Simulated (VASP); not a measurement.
Au: relaxation of cell and atoms with r2SCAN

Crystal: Au.

```
CELL_PARAMETERS angstrom
0.00000 2.03500 2.03500
2.03500 0.00000 2.03500
2.03500 2.03500 0.00000
ATOMIC_POSITIONS crystal
Au 0.00000 0.00000 0.00000
```

- Program: VASP 6.6.1
- Task: relaxation of cell and atoms
- Functional: r2SCAN
- Potentials or basis: VASP PAW PBE potentials, release 64 (Au)
- Cutoff: 550 eV
- k mesh: 10 × 10 × 10
- Occupations: methfessel-paxton, width 0.05 eV
- Spin: no spin polarisation
- Dipole correction: no
- Further INCAR settings: ALGO = Normal; EDIFF = 1e-07; IBRION = 2; EDIFFG = -0.01; NSW = 80; ISIF = 3

- Relaxed volume: 17.63 Å³/atom
- Relaxed cell: a = 2.921 Å, b = 2.921 Å, c = 2.921 Å, α = 60.00°, β = 60.00°, γ = 60.00°
- Space group after relaxing (to 0.1 Å): Fm-3m (No. 225)
- Energy gained by relaxing: 18.3 meV/atom
- Ionic steps: 4
- Pressure after relaxing: 0.0 GPa
- Band gap on the k mesh: zero (an odd number of electrons rules out a gap without spin polarisation)

The path:
```tsv
step	energy change (eV)	largest force (eV/Å)	pressure (GPa)	volume (Å³)
1	0.0000	0.0000	8.00	16.85
2	0.0244	0.0000	-9.23	18.99
3	-0.0183	0.0000	-0.14	17.65
4	-0.0183	0.0000	0.00	17.63
```

Final structure:
```yaml
crystal:
  lattice:
    - [0.00000, 2.06578, 2.06578]
    - [2.06578, 0.00000, 2.06578]
    - [2.06578, 2.06578, 0.00000]
  atoms:
    - { symbol: Au, position: [0.00000, 0.00000, 0.00000] }
```

Levels at points of the mesh, in eV from the Fermi level:
```
           k point  band 4  band 5  band 6  band 7  band 8  band 9
(0.00, 0.00, 0.00)   -4.79   -3.34   -3.34   15.34   19.21   19.21
(0.50, 0.00, 0.00)   -2.17   -2.17   -0.67    2.96   14.81   17.62
(0.50, 0.50, 0.00)   -1.85   -1.85    1.26    5.70   10.39   10.39
```

Wall time 72 s on 1 thread of Intel(R) Xeon(R) 6975P-C (Granite Rapids), on a shared host, peak memory 0.16 GiB.

Caveat: the PAW data sets were made with another functional, which shifts forces and pressure a little; spin-orbit coupling is left out, which moves the levels of the heavy elements.
